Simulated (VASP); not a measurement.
# AlGa3N4 (P-43m) in VASP: further runs, part 2 of 2

VASP 6.6.1.

## (3) Single point, r2SCAN

POSCAR reads:

```
AlGa3N4
1.0
    4.4653444522      0.0000000000      0.0000000000
    0.0000000000      4.4653444522      0.0000000000
    0.0000000000      0.0000000000      4.4653444522
Al Ga N
1 3 4
Direct
    0.0000000000      0.0000000000      0.0000000000
    0.5000000000      0.5000000000      0.0000000000
    0.5000000000      0.0000000000      0.5000000000
    0.0000000000      0.5000000000      0.5000000000
    0.7553510553      0.7553510553      0.2446489447
    0.7553510553      0.2446489447      0.7553510553
    0.2446489447      0.7553510553      0.7553510553
    0.2446489447      0.2446489447      0.2446489447
```

INCAR.step1 reads:

```
ALGO = Normal ; EDIFF = 1E-4
ENCUT = 520 ; GGA = PE
ISMEAR = 0 ; LASPH = T
LCHARG = F ; LREAL = F
LWAVE = T ; NBANDS = 41
NELM = 100 ; PREC = Accurate
SIGMA = 0.05
```

INCAR.step2 reads:

```
ALGO = Normal ; EDIFF = 1E-6
ENCUT = 520 ; ISIF = 2
ISMEAR = 0 ; ISTART = 1
LASPH = T ; LCHARG = F
LMIXTAU = T ; LREAL = F
LWAVE = F ; METAGGA = R2SCAN
NBANDS = 41 ; NELM = 100
PREC = Accurate ; SIGMA = 0.05
```

KPOINTS reads:

```
k-points
0
Gamma
  6 6 6
```

Potentials or basis: VASP PAW PBE potentials, release 64 (Al, Ga_d, N).

Launch:

```bash
$ cat potpaw_PBE.64/Al/POTCAR potpaw_PBE.64/Ga_d/POTCAR potpaw_PBE.64/N/POTCAR > POTCAR
$ cp INCAR.step1 INCAR
$ mpirun -np 1 vasp_std > vasp.out
$ cp INCAR.step2 INCAR
$ mpirun -np 1 vasp_std > vasp.out
```

OUTCAR:

```text
EDIFF = 1E-6
   ENCUT = 520
   ISIF = 2
   ISMEAR = 0
   ISTART = 1
   LASPH = T
   LREAL = F
   METAGGA = R2SCAN
   NELM = 100
   PREC = Accurate

 ion  position               nearest neighbor table
   1  0.000  0.000  0.000-   5 1.89   6 1.89   7 1.89   8 1.89
   2  0.500  0.500  0.000-   5 1.95   6 1.95   7 1.95   8 1.95
   3  0.500  0.000  0.500-   5 1.95   6 1.95   7 1.95   8 1.95
   4  0.000  0.500  0.500-   5 1.95   6 1.95   7 1.95   8 1.95
   5  0.755  0.755  0.245-   1 1.89   2 1.95   3 1.95   4 1.95
   6  0.755  0.245  0.755-   1 1.89   2 1.95   3 1.95   4 1.95
   7  0.245  0.755  0.755-   1 1.89   2 1.95   3 1.95   4 1.95
[... 1086 lines left out ...]
  Total        0.3696179      0.3696179      0.3696179      0.0000000     -0.0000000      0.0000000
  in kB        6.6511789      6.6511789      6.6511789      0.0000000     -0.0000000      0.0000000
  external PRESSURE =       6.6511789 kB  Pullay stress =       0.0000000 kB

 VOLUME and BASIS-vectors are now :
 -----------------------------------------------------------------------------
  energy-cutoff  :      520.00
  volume of cell :       89.04
      direct lattice vectors                 reciprocal lattice vectors
     4.465344452  0.000000000  0.000000000     0.223946889  0.000000000  0.000000000
     0.000000000  4.465344452  0.000000000     0.000000000  0.223946889  0.000000000
     0.000000000  0.000000000  4.465344452     0.000000000  0.000000000  0.223946889

 POSITION                                       TOTAL-FORCE (eV/Angst)
 -----------------------------------------------------------------------------------
      0.00000      0.00000      0.00000         0.000000     -0.000000     -0.000000
      2.23267      2.23267      0.00000         0.000000      0.000000     -0.000000
      2.23267      0.00000      2.23267         0.000000     -0.000000     -0.000000
      0.00000      2.23267      2.23267         0.000000      0.000000     -0.000000
      3.37290      3.37290      1.09244         0.046445      0.046445     -0.046445
      3.37290      1.09244      3.37290         0.046445     -0.046445      0.046445
      1.09244      3.37290      3.37290        -0.046445      0.046445      0.046445
      1.09244      1.09244      1.09244        -0.046445     -0.046445     -0.046445
 -----------------------------------------------------------------------------------
    total drift:                               -0.000000     -0.000000     -0.000000

  FREE ENERGIE OF THE ION-ELECTRON SYSTEM (eV)
  ---------------------------------------------------
  free  energy   TOTEN  =       -84.8655077737 eV

  energy  without entropy=      -84.8655077737  energy(sigma->0) =      -84.86550777
```

OUTCAR.step1:

```text
EDIFF = 1E-4
   ENCUT = 520
   GGA = PE
   ISMEAR = 0
[... 1118 lines left out ...]
      3.37290      3.37290      1.09244         0.056378      0.056378     -0.056378
      3.37290      1.09244      3.37290         0.056378     -0.056378      0.056378
      1.09244      3.37290      3.37290        -0.056378      0.056378      0.056378
      1.09244      1.09244      1.09244        -0.056378     -0.056378     -0.056378
 -----------------------------------------------------------------------------------
    total drift:                               -0.000000     -0.000000     -0.000000

  FREE ENERGIE OF THE ION-ELECTRON SYSTEM (eV)
  ---------------------------------------------------
  free  energy   TOTEN  =       -51.2408421044 eV

  energy  without entropy=      -51.2408421044  energy(sigma->0) =      -51.24084210
```

OSZICAR.step1:

```text
N       E                     dE             d eps       ncg     rms          rms(c)
DAV:   1     0.641082532404E+03    0.64108E+03   -0.27974E+04  1857   0.258E+03
DAV:   2     0.588039257629E+02   -0.58228E+03   -0.54262E+03  1736   0.640E+02
DAV:   3    -0.517769439335E+02   -0.11058E+03   -0.10673E+03  1873   0.196E+02
DAV:   4    -0.595709607095E+02   -0.77940E+01   -0.77198E+01  2222   0.554E+01
DAV:   5    -0.598282382306E+02   -0.25728E+00   -0.25694E+00  2062   0.967E+00    0.160E+01
DAV:   6    -0.509680296912E+02    0.88602E+01   -0.25827E+01  3011   0.585E+01    0.452E+00
DAV:   7    -0.512841697873E+02   -0.31614E+00   -0.43262E+00  1922   0.118E+01    0.400E+00
DAV:   8    -0.512763443110E+02    0.78255E-02   -0.50681E-01  2307   0.813E+00    0.108E+00
DAV:   9    -0.512400429918E+02    0.36301E-01   -0.15486E-01  2624   0.525E+00    0.490E-01
DAV:  10    -0.512406419253E+02   -0.59893E-03   -0.18416E-02  1994   0.806E-01    0.159E-01
DAV:  11    -0.512408565368E+02   -0.21461E-03   -0.27604E-03  2656   0.617E-01    0.425E-02
DAV:  12    -0.512408421044E+02    0.14432E-04   -0.47653E-04  1964   0.233E-01
   1 F= -.51240842E+02 E0= -.51240842E+02  d E =-.891200E-16
```

It took 4.4 min on 1 thread of AMD EPYC 7R43 (Zen 3), shared host; peak memory 0.21 GiB.

Results:

```yaml
Free_energy: -84.8655 eV
Pressure: 0.7 GPa
Largest_force: 0.080 eV/Å
Band_gap_on_the_k_mesh: 2.82 eV, direct
```

Forces on the atoms (eV/Å):
```
Al   0.000  0.000  0.000
Ga   0.000  0.000  0.000
Ga   0.000  0.000  0.000
Ga   0.000  0.000  0.000
N    0.046  0.046 -0.046
N    0.046 -0.046  0.046
N   -0.046  0.046  0.046
N   -0.046 -0.046 -0.046
```

Caveat: the PAW data sets were made with another functional, which shifts forces and pressure a little.

## (4) Single point, r2SCAN (volume scaled by 1.10, then relaxed in part)

POSCAR reads:

```
AlGa3N4
1.0
    4.6094862793      0.0000000000      0.0000000000
    0.0000000000      4.6094862793      0.0000000000
    0.0000000000      0.0000000000      4.6094862793
Al Ga N
1 3 4
Direct
    0.0000000000      0.0000000000      0.0000000000
    0.5000000000      0.5000000000      0.0000000000
    0.5000000000      0.0000000000      0.5000000000
    0.0000000000      0.5000000000      0.5000000000
    0.7553510551      0.7553510551      0.2446489449
    0.7553510551      0.2446489449      0.7553510551
    0.2446489449      0.7553510551      0.7553510551
    0.2446489449      0.2446489449      0.2446489449
```

INCAR.step1 reads:

```
SYSTEM = AlGa3N4
PREC = Accurate ; ENCUT = 520
ISMEAR = 0 ; SIGMA = 0.02
LREAL = .False. ; LASPH = .True.
NELM = 60 ; NBANDS = 41
GGA = PE ; ALGO = Normal
EDIFF = 1E-4 ; LWAVE = .True.
LCHARG = .False.
```

INCAR.step2 reads:

```
SYSTEM = AlGa3N4
PREC = Accurate ; ENCUT = 520
EDIFF = 1E-6 ; ISMEAR = 0
SIGMA = 0.02 ; LREAL = .False.
LASPH = .True. ; NELM = 60
ALGO = Normal ; ISIF = 2
LWAVE = .False. ; LCHARG = .True.
METAGGA = R2SCAN ; LMIXTAU = .True.
LELF = .True. ; LVHAR = .True.
NBANDS = 41 ; ISTART = 1
```

KPOINTS reads:

```
regular mesh
0
Gamma
  6 6 6
  0 0 0
```

Launch:

```bash
$ cat potpaw_PBE.64/Al/POTCAR potpaw_PBE.64/Ga_d/POTCAR potpaw_PBE.64/N/POTCAR > POTCAR
$ cp INCAR.step1 INCAR
$ mpirun -np 1 vasp_std > vasp.out
$ cp INCAR.step2 INCAR
$ mpirun -np 1 vasp_std > vasp.out
```

It took 4.8 min on 1 thread of AMD EPYC 7R13 (Zen 3), shared host; peak memory 0.22 GiB.

Results (log left out):

```
Free energy            : -84.4316 eV
Pressure               : -15.0 GPa
Largest force          : 0.067 eV/Å
Band gap on the k mesh : 2.13 eV, direct
```

Forces on the atoms (eV/Å):
```
Al   0.000  0.000  0.000
Ga   0.000  0.000  0.000
Ga   0.000  0.000  0.000
Ga   0.000  0.000  0.000
N    0.039  0.039 -0.039
N    0.039 -0.039  0.039
N   -0.039  0.039  0.039
N   -0.039 -0.039 -0.039
```

Levels at points of the mesh, in eV from the valence-band top:
```csv
k point,band 28,band 29,band 30,band 31,band 32,band 33,band 34,band 35
"(0.00, 0.00, 0.00)",-2.25,0.00,0.00,0.00,2.13,3.84,3.84,3.84
"(0.50, 0.00, 0.00)",-1.37,-1.37,-1.10,-1.10,5.00,5.08,6.55,6.55
"(0.50, 0.50, 0.00)",-0.89,-0.89,-0.88,-0.56,6.50,6.65,6.65,7.63
"(0.50, 0.50, 0.50)",-0.67,-0.63,-0.63,-0.63,4.84,4.84,4.84,6.25
```

Caveat: the PAW data sets were made with another functional, which shifts forces and pressure a little.

## (5) Summary

```tsv
cell	smearing	gap on the mesh (eV)	pressure (GPa)	largest force (eV/Å)
a = 4.465 Å, 8 atoms	gaussian 0.02 eV	2.82	0.7	0.08
a = 4.465 Å, 8 atoms	gaussian 0.05 eV	2.82	0.7	0.08
a = 4.609 Å, 8 atoms	gaussian 0.02 eV	2.13	-15.0	0.07
```

Alike in all rows: task single point; level r2SCAN; potentials or basis VASP PAW PBE potentials, release 64 (Al, Ga_d, N); no spin polarisation; k mesh 6 × 6 × 6; cutoff (eV) 520.

Caveats: the PAW data sets were made with another functional, which shifts forces and pressure a little.

Total energies depend on the potentials used, so only differences within one code and one set of settings carry meaning.
